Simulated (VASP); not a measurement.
# CdO (lda) (Fm-3m) in VASP: a series of runs, part 2 of 2

VASP 6.6.1. The steps go on from the part before.

## Step 4: Single point, LDA

This run uses another cell than the first one, of 10.39 Å³/atom, 1.075 times its volume.

File INCAR:

```
PREC = Accurate ; ENCUT = 600
EDIFF = 1E-6 ; ISMEAR = 0
SIGMA = 0.1 ; LREAL = F
LASPH = T ; NELM = 120
ALGO = Normal ; ISIF = 2
LWAVE = F ; LCHARG = F
GGA = CA ; NBANDS = 16
GGA_COMPAT = F
```

File KPOINTS:

```
regular mesh
0
Gamma
  14 14 14
```

File POSCAR:

```
CdO
1.0
    0.0000000000      2.1819986392      2.1819986392
    2.1819986392      0.0000000000      2.1819986392
    2.1819986392      2.1819986392      0.0000000000
Cd O
1 1
Direct
    0.0000000000      0.0000000000      0.0000000000
    0.5000000000      0.5000000000      0.5000000000
```

Potentials or basis: VASP PAW LDA potentials, release 64 (Cd, O).

On the command line:

```
$ cat potpaw_LDA.64/Cd/POTCAR potpaw_LDA.64/O/POTCAR > POTCAR
$ mpirun -np 1 vasp_std > vasp.out
```

OUTCAR:

```text
PREC = Accurate
   ENCUT = 600
   EDIFF = 1E-6
   ISMEAR = 0
   LREAL = F
   LASPH = T
   NELM = 120
   ISIF = 2
   GGA = CA

 ion  position               nearest neighbor table
   1  0.000  0.000  0.000-   2 2.18   2 2.18   2 2.18   2 2.18   2 2.18   2 2.18
   2  0.500  0.500  0.500-   1 2.18   1 2.18   1 2.18   1 2.18   1 2.18   1 2.18

  LATTYP: Found a face centered cubic cell.
 ALAT       =     4.3639972784

  Lattice vectors:

 A1 = (   0.0000000000,   2.1819986392,   2.1819986392)
 A2 = (   2.1819986392,   0.0000000000,   2.1819986392)
 A3 = (   2.1819986392,   2.1819986392,   0.0000000000)

Analysis of symmetry for initial positions (statically):
=====================================================================
 Subroutine PRICEL returns:
 Original cell was already a primitive cell.

 Routine SETGRP: Setting up the symmetry group for a
 face centered cubic supercell.

 Subroutine GETGRP returns: Found 48 space group operations
 (whereof 48 operations were pure point group operations)
 out of a pool of 48 trial point group operations.

The static configuration has the point symmetry O_h .

Analysis of symmetry for dynamics (positions and initial velocities):
=====================================================================
 Subroutine PRICEL returns:
 Original cell was already a primitive cell.

 Routine SETGRP: Setting up the symmetry group for a
 face centered cubic supercell.

 Subroutine GETGRP returns: Found 48 space group operations
 (whereof 48 operations were pure point group operations)
 out of a pool of 48 trial point group operations.

The dynamic configuration has the point symmetry O_h .

 Subroutine INISYM returns: Found 48 space group operations
 (whereof 48 operations are pure point group operations),
 and found     1 'primitive' translations

----------------------------------------------------------------------------------------

                                     Primitive cell

  volume of cell :      20.7775

  direct lattice vectors                    reciprocal lattice vectors
     0.000000000  2.181998639  2.181998639    -0.229147714  0.229147714  0.229147714
     2.181998639  0.000000000  2.181998639     0.229147714 -0.229147714  0.229147714
     2.181998639  2.181998639  0.000000000     0.229147714  0.229147714 -0.229147714

  length of vectors
     3.085812069  3.085812069  3.085812069     0.396895483  0.396895483  0.396895483

  position of ions in fractional coordinates (direct lattice)
     0.000000000  0.000000000  0.000000000
     0.500000000  0.500000000  0.500000000

  ion indices of the primitive-cell ions
   primitive index   ion index
                 1           1
                 2           2

----------------------------------------------------------------------------------------

 KPOINTS: regular mesh

Automatic generation of k-mesh.
 Grid dimensions read from file:
 generate k-points for:   14   14   14

 Generating k-lattice:

  Cartesian coordinates                     Fractional coordinates (reciprocal lattice)
    -0.016367694  0.016367694  0.016367694     0.071428571  0.000000000  0.000000000
     0.016367694 -0.016367694  0.016367694     0.000000000  0.071428571  0.000000000
     0.016367694  0.016367694 -0.016367694     0.000000000  0.000000000  0.071428571

  Length of vectors
     0.028349677  0.028349677  0.028349677

  Shift w.r.t. Gamma in fractional coordinates (k-lattice)
     0.000000000  0.000000000  0.000000000

 Subroutine IBZKPT returns following result:
 ===========================================

 Found    104 irreducible k-points:

 Following reciprocal coordinates:
            Coordinates               Weight
  0.000000  0.000000  0.000000      1.000000
  0.071429  0.000000  0.000000      8.000000
  0.142857  0.000000  0.000000      8.000000
  0.214286  0.000000  0.000000      8.000000
  0.285714  0.000000  0.000000      8.000000
  0.357143  0.000000  0.000000      8.000000
[... 16 lines left out ...]
  0.214286  0.142857  0.000000     24.000000
  0.285714  0.142857  0.000000     24.000000
 [... further k-points ...]
   k-points           NKPTS =    104   k-points in BZ     NKDIM =    104   number of bands    NBANDS=     16
   number of dos      NEDOS =    301   number of ions     NIONS =      2
   total plane-waves  NPLWV =  21952
   dimension x,y,z NGX =    28 NGY =   28 NGZ =   28
   dimension x,y,z NGXF=    56 NGYF=   56 NGZF=   56
   ions per type =               1   1
   NGX,Y,Z   is equivalent  to a cutoff of  15.08, 15.08, 15.08 a.u.
   NGXF,Y,Z  is equivalent  to a cutoff of  30.17, 30.17, 30.17 a.u.
 SYSTEM =  unknown system
   PREC   = accura    normal or accurate (medium, high low for compatibility)
   ISTART =      0    job   : 0-new  1-cont  2-samecut
   ICHARG =      2    charge: 1-file 2-atom 10-const
   ISPIN  =      1    spin polarized calculation?
   LNONCOLLINEAR =      F non collinear calculations
   LSORBIT =      F    spin-orbit coupling
   LASPH  =      T    aspherical Exc in radial PAW
   ENCUT  =  600.0 eV  44.10 Ry    6.64 a.u.   6.16  6.16  6.16*2*pi/ulx,y,z
   NELM   =    120;   NELMIN=  2; NELMDL= -5     # of ELM steps
   EDIFF  = 0.1E-05   stopping-criterion for ELM
   LREAL  =      F    real-space projection
   EDIFFG = 0.1E-04   stopping-criterion for IOM
   NSW    =      0    number of steps for IOM
   IBRION =     -1    ionic relax: 0-MD 1-quasi-New 2-CG
   NFREE  =      0    steps in history (QN), initial steepest desc. (CG)
   ISIF   =      2    stress and relaxation
   ISYM   =      2    0-nonsym 1-usesym 2-fastsym
   POTIM  = 0.5000    time-step for ionic-motion
   TEBEG  =    0.0;   TEEND  =   0.0 temperature during run
   PSTRESS=    0.0 pullay stress
   NELECT =      18.0000    total number of electrons
   NUPDOWN=      -1.0000    fix difference up-down
   EMIN   =  10.00;   EMAX   =-10.00  energy-range for DOS
   EFERMI =   0.00;   METHOD = LEGACY
   ISMEAR =     0;   SIGMA  =   0.10  broadening in eV -4-tet -1-fermi 0-gaus
   EFERMI_NEDOS =   21; number of points for ismear=-14 and -15
   IALGO  =     38    algorithm
   IMIX   =      4    mixing-type and parameters
     AMIX     =   0.40;   BMIX     =  1.00
     AMIX_MAG =   1.60;   BMIX_MAG =  1.00
  volume/ion in A,a.u.               =      10.39        70.11
  Fermi-wavevector in a.u.,A,eV,Ry     =   1.560634  2.949171 33.138077  2.435580
  Thomas-Fermi vector in A             =   2.663818
   LORBIT       =      0    0 simple, 1 ext, 2 COOP (PROOUT), +10 PAW based schemes
   GGA     = CA    functional components
   LHFCALC =     F    Hartree Fock is set to
   AEXX    =    0.0000 exact exchange contribution
   IVDW    =     0    specifies the selected vdW correction
   LEPSILON=     F    determine dielectric tensor
   LRPA    =     F    only Hartree local field effects (RPA)
 non-spin polarized calculation
 Gauss-broadening in eV      SIGMA  =   0.10
  energy-cutoff  :      600.00
  volume of cell :       20.78
 maximum number of plane-waves:       702
 NGX is ok and might be reduce to    28
   NGX = 13   NGY = 13   NGZ = 13

 number of electron      17.9999998 magnetization

 Free energy of the ion-electron system (eV)
  ---------------------------------------------------
  ext. energy  EPLUGINS =         0.00000000
  ---------------------------------------------------
  free energy    TOTEN  =        -8.76342701 eV

  energy without entropy =       -8.76330761  energy(sigma->0) =       -8.76336731

 E-fermi :   4.4792     XC(G=0): -13.4792

 val. band max:        4.3650907151   @ k =   0.5000   0.0000   0.0000
 cond. band min:       4.8646593660   @ k =   0.0714   0.0000   0.0000
 fundamental gap:      0.4995686508
 Fermi energy:         4.4791802972

 k-point     1 :       0.0000    0.0000    0.0000
  band No.  band energies     occupation
      1     -14.8778      2.00000
      2      -3.0995      2.00000
      3      -3.0995      2.00000
      4      -3.0995      2.00000
      5      -2.6075      2.00000
      6      -2.6075      2.00000
[... 8 lines left out ...]
     15      25.5742      0.00000
     16      25.5742      0.00000
[... 419 lines left out ...]
 k-point    24 :       0.2857    0.1429    0.0000
  band No.  band energies     occupation
      1     -14.1802      2.00000
      2      -4.0931      2.00000
      3      -3.5794      2.00000
      4      -3.2420      2.00000
      5      -2.7795      2.00000
      6      -2.3612      2.00000
[... 8 lines left out ...]
     15      26.4944      0.00000
     16      29.0213      0.00000

 [... further k-points ...]
[... 5 lines left out ...]
  --------------------------------------------------------------------------------------
  -------------------------------------------------------------------------------------
  Total        6.4587351      6.4587351      6.4587351      0.0000000      0.0000000      0.0000000
  in kB      498.0404696    498.0404696    498.0404696      0.0000000      0.0000000      0.0000000
  external PRESSURE =     498.0404696 kB  Pullay stress =       0.0000000 kB

 VOLUME and BASIS-vectors are now :
 -----------------------------------------------------------------------------
  energy-cutoff  :      600.00
  volume of cell :       20.78
      direct lattice vectors                 reciprocal lattice vectors
     0.000000000  2.181998639  2.181998639    -0.229147714  0.229147714  0.229147714
     2.181998639  0.000000000  2.181998639     0.229147714 -0.229147714  0.229147714
     2.181998639  2.181998639  0.000000000     0.229147714  0.229147714 -0.229147714

 POSITION                                       TOTAL-FORCE (eV/Angst)
 -----------------------------------------------------------------------------------
      0.00000      0.00000      0.00000         0.000000     -0.000000     -0.000000
      2.18200      2.18200      2.18200        -0.000000      0.000000      0.000000
 -----------------------------------------------------------------------------------
    total drift:                                0.000000      0.000000      0.000000

  FREE ENERGIE OF THE ION-ELECTRON SYSTEM (eV)
  ---------------------------------------------------
  free  energy   TOTEN  =        -8.7634270149 eV

  energy  without entropy=       -8.7633076091  energy(sigma->0) =       -8.76336731
```

OSZICAR:

```text
N       E                     dE             d eps       ncg     rms          rms(c)
DAV:   1     0.127455099127E+03    0.12746E+03   -0.11644E+04  3496   0.136E+03
DAV:   2    -0.717204098771E+01   -0.13463E+03   -0.12350E+03  3744   0.319E+02
DAV:   3    -0.105101769780E+02   -0.33381E+01   -0.33330E+01  4240   0.552E+01
DAV:   4    -0.105177481209E+02   -0.75711E-02   -0.75710E-02  4000   0.254E+00
DAV:   5    -0.105177675568E+02   -0.19436E-04   -0.19436E-04  4360   0.118E-01    0.164E+01
DAV:   6    -0.878415767474E+01    0.17336E+01   -0.36950E+00  4368   0.360E+01    0.143E+01
DAV:   7    -0.879050816376E+01   -0.63505E-02   -0.66935E-01  3704   0.831E+00    0.799E+00
DAV:   8    -0.876830547625E+01    0.22203E-01   -0.89037E-02  3648   0.285E+00    0.771E-01
DAV:   9    -0.876335336106E+01    0.49521E-02   -0.11242E-02  4688   0.155E+00    0.106E-01
DAV:  10    -0.876343471224E+01   -0.81351E-04   -0.85163E-04  3768   0.299E-01    0.638E-02
DAV:  11    -0.876342706380E+01    0.76484E-05   -0.33173E-05  4576   0.991E-02    0.867E-03
DAV:  12    -0.876342701491E+01    0.48886E-07   -0.25889E-06  3752   0.155E-02
   1 F= -.87634270E+01 E0= -.87633673E+01  d E =-.119406E-03
```

stdout:

```text
POSCAR found type information on POSCAR CdO
 POSCAR found :  2 types and       2 ions
 scaLAPACK will be used
 LDA part: xc-table for (Slater(with rela. corr.)+CA(PZ))
 , standard interpolation
 POSCAR, INCAR and KPOINTS ok, starting setup
 FFT: planning ... GRIDC
 FFT: planning ... GRID_SOFT
 FFT: planning ... GRID
 WAVECAR not read
 entering main loop
```

Wall time 38 s (1 thread of Intel Xeon Platinum 8259CL at 2.50GHz (Skylake/Cascade Lake), shared host); peak memory 0.17 GiB.

Results:

```yaml
Free_energy: -8.7634 eV
Pressure: 49.8 GPa
Band_gap_on_the_k_mesh: zero (band 9 reaches 4.37 eV, above the bottom of band 10 at 4.33 eV)
```

## Step 5: Single point, LDA

This run uses another cell than the first one, of 11.38 Å³/atom, 1.177 times its volume.

File INCAR:

```
SYSTEM = CdO
PREC = Accurate ; ENCUT = 600
EDIFF = 1E-6 ; ISMEAR = 0
SIGMA = 0.1 ; LREAL = .FALSE.
LASPH = .TRUE. ; NELM = 120
ALGO = Normal ; ISIF = 2
LWAVE = .FALSE. ; LCHARG = .TRUE.
LELF = .TRUE. ; LVHAR = .TRUE.
NBANDS = 16 ; GGA_COMPAT = .FALSE.
```

File KPOINTS:

```
regular mesh
0
G
  14 14 14
  0 0 0
```

File POSCAR:

```
CdO
1.0
    0.0000000000      2.2490177156      2.2490177156
    2.2490177156      0.0000000000      2.2490177156
    2.2490177156      2.2490177156      0.0000000000
Cd O
1 1
Direct
    0.0000000000      0.0000000000      0.0000000000
    0.5000000000      0.5000000000      0.5000000000
```

On the command line:

```
$ cat potpaw_LDA.64/Cd/POTCAR potpaw_LDA.64/O/POTCAR > POTCAR
$ mpirun -np 1 vasp_std > vasp.out
```

It took 40 s on 1 thread of Intel Xeon Platinum 8259CL at 2.50GHz (Skylake/Cascade Lake), shared host; peak memory 0.17 GiB.

The run converged. Its results:

```
Free energy            : -9.1919 eV
Pressure               : 21.0 GPa
Band gap on the k mesh : zero (band 9 reaches 3.21 eV, above the bottom of band 10 at 2.97 eV)
```

Levels at points of the mesh, in eV from the Fermi level:
| k point | band 7 | band 8 | band 9 | band 10 | band 11 | band 12 |
| --- | --- | --- | --- | --- | --- | --- |
| (0.00, 0.00, 0.00) | -2.08 | -2.08 | -2.08 | -0.36 | 14.76 | 17.66 |
| (0.50, 0.00, 0.00) | -4.29 | -0.12 | -0.12 | 4.17 | 7.96 | 12.18 |
| (0.50, 0.50, 0.00) | -5.63 | -3.24 | -3.24 | 4.07 | 8.79 | 11.44 |

## Step 6: The runs side by side

```tsv
cell	smearing	gap on the mesh (eV)	pressure (GPa)
a = 3.012 Å, angles 60.0°, 2 atoms	gaussian 0.01 eV	0.15	81.7
a = 3.086 Å, angles 60.0°, 2 atoms	gaussian 0.01 eV	none	49.8
a = 3.086 Å, angles 60.0°, 2 atoms	gaussian 0.1 eV	none	49.8
a = 3.181 Å, angles 60.0°, 2 atoms	gaussian 0.1 eV	none	21.0
```

Alike in all rows: task single point; level LDA; potentials or basis VASP PAW LDA potentials, release 64 (Cd, O); no spin polarisation; k mesh 14 × 14 × 14; cutoff (eV) 600.

Total energies depend on the potentials used, so only differences within one code and one set of settings carry meaning.
